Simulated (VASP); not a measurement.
# Mo (Im-3m) in VASP: a series of runs, part 2 of 2

VASP 6.6.1. The steps go on from the part before.

### 4 Single point, PBE

This run uses another cell than the first one: it holds 2 atoms, not 1.

INCAR

```
SYSTEM = Mo
ALGO     = Normal         ! electronic algorithm
EDIFF    = 1E-6           ! SCF threshold, eV
ENCUT    = 520            ! plane-wave cutoff, eV
GGA      = PE             ! functional
ISIF     = 2              ! what is computed and relaxed
ISMEAR   = 0              ! smearing method
LASPH    = .TRUE.         ! aspherical terms in the spheres
LCHARG   = .FALSE.        ! write CHGCAR
LREAL    = .FALSE.        ! projectors in reciprocal space
LWAVE    = .FALSE.        ! write WAVECAR
NBANDS   = 21             ! bands
NELM     = 60             ! most SCF steps
PREC     = Accurate       ! precision mode
SIGMA    = 0.15           ! smearing width, eV
```

KPOINTS

```
k-points
0
G
  16 16 16
  0 0 0
```

POSCAR

```
Mo
1.0
    0.0000000000     -3.1420000000      0.0000000000
   -3.1420000000      0.0000000000      0.0000000000
    0.0000000000      0.0000000000     -3.1420000000
Mo
2
Direct
    0.5000000000      0.5000000000      0.5000000000
    0.0000000000      0.0000000000      0.0000000000
```

Potentials or basis: VASP PAW PBE potentials, release 64 (Mo_sv).

Run with:

```
> cat potpaw_PBE.64/Mo_sv/POTCAR > POTCAR
> mpirun -np 1 vasp_std > vasp.out
```

OUTCAR:

```text
SYSTEM = Mo
   EDIFF = 1E-6
   ENCUT = 520
   GGA = PE
   ISIF = 2
   ISMEAR = 0
   LASPH = .TRUE.
   LREAL = .FALSE.
   NELM = 60
   PREC = Accurate

 ion  position               nearest neighbor table
   1  0.500  0.500  0.500-   2 2.72   2 2.72   2 2.72   2 2.72   2 2.72   2 2.72   2 2.72   2 2.72

   2  0.000  0.000  0.000-   1 2.72   1 2.72   1 2.72   1 2.72   1 2.72   1 2.72   1 2.72   1 2.72

  LATTYP: Found a simple cubic cell.
 ALAT       =     3.1420000000

  Lattice vectors:

[... 782 lines left out ...]
------------------------ aborting loop because EDIFF is reached ----------------------------------------

  FORCE on cell =-STRESS in cart. coord.  units (eV):
  Direction    XX          YY          ZZ          XY          YZ          ZX
  --------------------------------------------------------------------------------------
  -------------------------------------------------------------------------------------
  Total        1.0425606      1.0425606      1.0425606      0.0000000     -0.0000000      0.0000000
  in kB       53.8509481     53.8509481     53.8509481      0.0000000     -0.0000000      0.0000000
  external PRESSURE =      53.8509481 kB  Pullay stress =       0.0000000 kB

 VOLUME and BASIS-vectors are now :
 -----------------------------------------------------------------------------
  energy-cutoff  :      520.00
  volume of cell :       31.02
      direct lattice vectors                 reciprocal lattice vectors
     0.000000000 -3.142000000  0.000000000     0.000000000 -0.318268619  0.000000000
    -3.142000000  0.000000000  0.000000000    -0.318268619  0.000000000  0.000000000
     0.000000000  0.000000000 -3.142000000     0.000000000  0.000000000 -0.318268619

 POSITION                                       TOTAL-FORCE (eV/Angst)
 -----------------------------------------------------------------------------------
     -1.57100     -1.57100     -1.57100         0.000000      0.000000      0.000000
      0.00000      0.00000      0.00000        -0.000000     -0.000000     -0.000000
 -----------------------------------------------------------------------------------
    total drift:                               -0.000000     -0.000000      0.000000

  FREE ENERGIE OF THE ION-ELECTRON SYSTEM (eV)
  ---------------------------------------------------
  free  energy   TOTEN  =       -21.8661693454 eV

  energy  without entropy=      -21.8519048207  energy(sigma->0) =      -21.85903708
```

OSZICAR:

```text
N       E                     dE             d eps       ncg     rms          rms(c)
DAV:   1     0.272789077126E+03    0.27279E+03   -0.16775E+04  6938   0.139E+03
DAV:   2    -0.175419355524E+02   -0.29033E+03   -0.28181E+03  7794   0.431E+02
DAV:   3    -0.231428795612E+02   -0.56009E+01   -0.55241E+01  7926   0.611E+01
DAV:   4    -0.231668460860E+02   -0.23967E-01   -0.23959E-01  7690   0.439E+00
DAV:   5    -0.231670152765E+02   -0.16919E-03   -0.16919E-03  8061   0.351E-01    0.212E+01
DAV:   6    -0.220308425402E+02    0.11362E+01   -0.20601E+00  7560   0.128E+01    0.586E+00
DAV:   7    -0.218737255972E+02    0.15712E+00   -0.43482E-01  8033   0.540E+00    0.129E+00
DAV:   8    -0.218660328782E+02    0.76927E-02   -0.81394E-03  7095   0.919E-01    0.262E-01
DAV:   9    -0.218661499782E+02   -0.11710E-03   -0.29810E-04  8411   0.175E-01    0.980E-02
DAV:  10    -0.218661690885E+02   -0.19110E-04   -0.25973E-05  7285   0.498E-02    0.152E-02
DAV:  11    -0.218661693454E+02   -0.25699E-06   -0.86265E-07  5156   0.692E-03
   1 F= -.21866169E+02 E0= -.21859037E+02  d E =-.142645E-01
```

stdout:

```text
POSCAR found type information on POSCAR Mo
 POSCAR found :  1 types and       2 ions
 scaLAPACK will be used
 LDA part: xc-table for (Slater+PW92), standard interpolation
 POSCAR, INCAR and KPOINTS ok, starting setup
 FFT: planning ... GRIDC
 FFT: planning ... GRID_SOFT
 FFT: planning ... GRID
 WAVECAR not read
 entering main loop
```

Run time: 38 s. Hardware: 1 thread of Intel Xeon Platinum 8259CL at 2.50GHz (Skylake/Cascade Lake), shared host; peak memory 0.2 GiB.

What came out:

* Free energy: -21.8662 eV
* Pressure: 5.4 GPa
* Band gap on the k mesh: zero (band 14 reaches 14.38 eV, above the bottom of band 15 at 12.09 eV)

Levels at points of the mesh, in eV from the Fermi level:
| k point | band 11 | band 12 | band 13 | band 14 | band 15 | band 16 | band 17 | band 18 |
| --- | --- | --- | --- | --- | --- | --- | --- | --- |
| (0.00, 0.00, 0.00) | -5.51 | -1.39 | -1.39 | -1.39 | 1.66 | 1.66 | 4.01 | 4.01 |
| (0.50, 0.00, 0.00) | -2.72 | -2.72 | -0.64 | -0.64 | -0.64 | -0.64 | 0.86 | 0.86 |
| (0.50, 0.50, 0.00) | -3.45 | -3.45 | 1.64 | 1.64 | 1.70 | 1.70 | 2.33 | 2.33 |
| (0.50, 0.50, 0.50) | -2.65 | -2.65 | -2.65 | -2.65 | 2.46 | 2.46 | 2.46 | 2.46 |

### 5 Single point, PBE

This run uses another cell than the first one: it holds 4 atoms, not 1.

INCAR

```
PREC = Accurate ; ENCUT = 520
EDIFF = 1E-7 ; ISMEAR = 0
SIGMA = 0.15 ; LREAL = F
LASPH = T ; NELM = 100
ALGO = Fast ; ISIF = 2
LWAVE = F ; LCHARG = T
GGA = PE ; LELF = T
LVHAR = T ; NBANDS = 36
```

KPOINTS

```
Automatic mesh
0
Gamma
  18 18 6
```

POSCAR

```
Mo
1.0
   -1.5710000000      1.5710000000     -1.5710000000
   -1.5710000000     -1.5710000000      1.5710000000
    0.0000000000      6.2840000000      6.2840000000
Mo
4
Direct
    0.0000000000      0.0000000000      0.0000000000
    0.5000000000      0.5000000000      0.2500000000
    0.0000000000      0.0000000000      0.5000000000
    0.5000000000      0.5000000000      0.7500000000
```

Run with:

```
> cat potpaw_PBE.64/Mo_sv/POTCAR > POTCAR
> mpirun -np 1 vasp_std > vasp.out
```

It took 6.5 min on 1 thread of Intel Xeon 6975P-C (Granite Rapids), shared host; peak memory 0.6 GiB.

It converged, with:

```yaml
Free_energy: -43.7307 eV
Pressure: 5.4 GPa
Band_gap_on_the_k_mesh: zero (band 28 reaches 14.68 eV, above the bottom of band 29 at 11.76 eV)
```

Levels at points of the mesh, in eV from the Fermi level:
| k point | band 25 | band 26 | band 27 | band 28 | band 29 | band 30 | band 31 | band 32 |
| --- | --- | --- | --- | --- | --- | --- | --- | --- |
| (0.00, 0.00, 0.00) | -1.59 | -1.40 | -1.40 | -1.40 | 1.05 | 1.05 | 1.12 | 1.12 |
| (0.50, 0.00, 0.00) | -1.74 | -1.74 | 1.30 | 1.30 | 1.64 | 1.64 | 1.69 | 1.69 |
| (0.50, 0.50, 0.00) | -0.80 | -0.80 | 0.29 | 0.29 | 1.64 | 1.69 | 2.33 | 4.01 |
| (0.00, 0.00, 0.50) | -1.49 | -1.49 | -0.75 | -0.75 | 0.00 | 0.00 | 1.22 | 1.22 |
| (0.50, 0.00, 0.50) | -0.24 | -0.24 | -0.24 | -0.24 | 1.53 | 1.53 | 1.53 | 1.53 |
| (0.50, 0.50, 0.50) | -0.98 | -0.98 | 0.72 | 0.72 | 2.00 | 2.00 | 2.34 | 2.34 |

### 6 Single point, PBE

This run uses another cell than the first one: it holds 8 atoms, not 1.

INCAR

```
SYSTEM = Mo
ALGO     = Fast           ! electronic algorithm
EDIFF    = 1E-6           ! SCF threshold, eV
ENCUT    = 520            ! plane-wave cutoff, eV
GGA      = PE             ! functional
ISIF     = 2              ! what is computed and relaxed
ISMEAR   = 0              ! smearing method
LASPH    = .TRUE.         ! aspherical terms in the spheres
LCHARG   = .FALSE.        ! write CHGCAR
LREAL    = .FALSE.        ! projectors in reciprocal space
LWAVE    = .FALSE.        ! write WAVECAR
NBANDS   = 66             ! bands
NELM     = 100            ! most SCF steps
PREC     = Accurate       ! precision mode
SIGMA    = 0.15           ! smearing width, eV
```

KPOINTS

```
k-points
0
G
  12 12 12
  0 0 0
```

POSCAR

```
Mo
1.0
   -3.1420000000     -3.1420000000      3.1420000000
   -3.1420000000      3.1420000000     -3.1420000000
    3.1420000000     -3.1420000000     -3.1420000000
Mo
8
Direct
    0.5000000000      0.5000000000      0.5000000000
    0.0000000000      0.5000000000      0.5000000000
    0.5000000000      0.0000000000      0.5000000000
    0.0000000000      0.0000000000      0.5000000000
    0.5000000000      0.5000000000      0.0000000000
    0.0000000000      0.5000000000      0.0000000000
    0.5000000000      0.0000000000      0.0000000000
    0.0000000000      0.0000000000      0.0000000000
```

Potentials or basis: VASP PAW PBE potentials, release 64 (Mo_sv).

Run with:

```
> cat potpaw_PBE.64/Mo_sv/POTCAR > POTCAR
> mpirun -np 1 vasp_std > vasp.out
```

It took 7.7 min on 1 thread of Intel Xeon Platinum 8488C (Sapphire Rapids), shared host; peak memory 0.5 GiB.

It converged, with:

```yaml
Free_energy: -87.4687 eV
Pressure: 5.4 GPa
Band_gap_on_the_k_mesh: zero (band 56 reaches 14.38 eV, above the bottom of band 57 at 12.09 eV)
```

Levels at points of the mesh, in eV from the Fermi level:
```
           k point  band 52  band 53  band 54  band 55  band 56  band 57  band 58  band 59  band 60  band 61
(0.00, 0.00, 0.00)     1.61     1.61     1.61     1.61     1.61     1.63     1.64     1.67     1.67     1.67
(0.50, 0.00, 0.00)    -1.77    -1.62    -1.62    -0.83    -0.83     0.27     0.27     1.02     1.02     1.10
(0.50, 0.50, 0.50)    -0.67    -0.67    -0.67    -0.67    -0.67    -0.67    -0.67    -0.67    -0.67    -0.67
```

### 7 Overview

| cell | k mesh | gap on the mesh (eV) | pressure (GPa) |
| --- | --- | --- | --- |
| a = 2.721 Å, angles 109.5°, 1 atom | 22 × 22 × 22 | none | 5.4 |
| a = 2.721 Å, angles 109.5°, 1 atom | 24 × 24 × 24 | none | 5.4 |
| a = 3.142 Å, 2 atoms | 16 × 16 × 16 | none | 5.4 |
| a = 2.721, b = 2.721, c = 8.887 Å, angles 90.0, 90.0, 109.5°, 4 atoms | 18 × 18 × 6 | none | 5.4 |
| a = 5.442 Å, angles 109.5°, 8 atoms | 12 × 12 × 12 | none | 5.4 |

Alike in all rows: task single point; level PBE; potentials or basis VASP PAW PBE potentials, release 64 (Mo_sv); no spin polarisation; cutoff (eV) 520; smearing gaussian 0.15 eV.

Total energies depend on the potentials used, so only differences within one code and one set of settings carry meaning.
